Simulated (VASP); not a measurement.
# ZnO: single point with revPBE

The system is ZnO.

```
Zn O
1.0
     3.20539    0.00000    0.00000
    -1.60270    2.77595    0.00000
     0.00000    0.00000    5.13535
Zn O
2 2
Direct
  0.66667 0.33333 0.00000
  0.33333 0.66667 0.50000
  0.33333 0.66667 0.87901
  0.66667 0.33333 0.37901
```

```
Program             : VASP 6.6.1
Task                : single point
Functional          : revPBE
Potentials or basis : VASP PAW PBE potentials, release 64 (Zn, O_h)
Cutoff              : 1340 eV
k mesh              : 9 × 9 × 5
Occupations         : fermi-dirac, width 0.05 eV
Spin                : no spin polarisation
```

```yaml
Pressure: 16.3 GPa
Largest_force: 0.094 eV/Å
Band_gap_on_the_k_mesh: 0.91 eV
```

Forces on the atoms (eV/Å):
```
Zn   0.000  0.000 -0.094
Zn   0.000  0.000 -0.094
O    0.000  0.000  0.094
O    0.000  0.000  0.094
```

Stress tensor (GPa, compression positive):
```
15.65  0.00  0.00
 0.00 15.65  0.00
 0.00  0.00 17.59
```

Levels at points of the mesh, in eV from the valence-band top:
| k point | band 14 | band 15 | band 16 | band 17 | band 18 | band 19 | band 20 | band 21 | band 22 | band 23 |
| --- | --- | --- | --- | --- | --- | --- | --- | --- | --- | --- |
| (0.00, 0.00, 0.00) | -0.86 | -0.86 | -0.08 | 0.00 | 0.00 | 0.91 | 5.44 | 8.48 | 13.13 | 13.13 |

It took 2.4 min on 1 thread of Intel(R) Xeon(R) Platinum 8259CL CPU @ 2.50GHz (Skylake/Cascade Lake) (shared host), peak memory 0.38 GiB.

Caveat: the cell stands under pressure; the PAW data sets were made with another functional, which shifts forces and pressure a little.
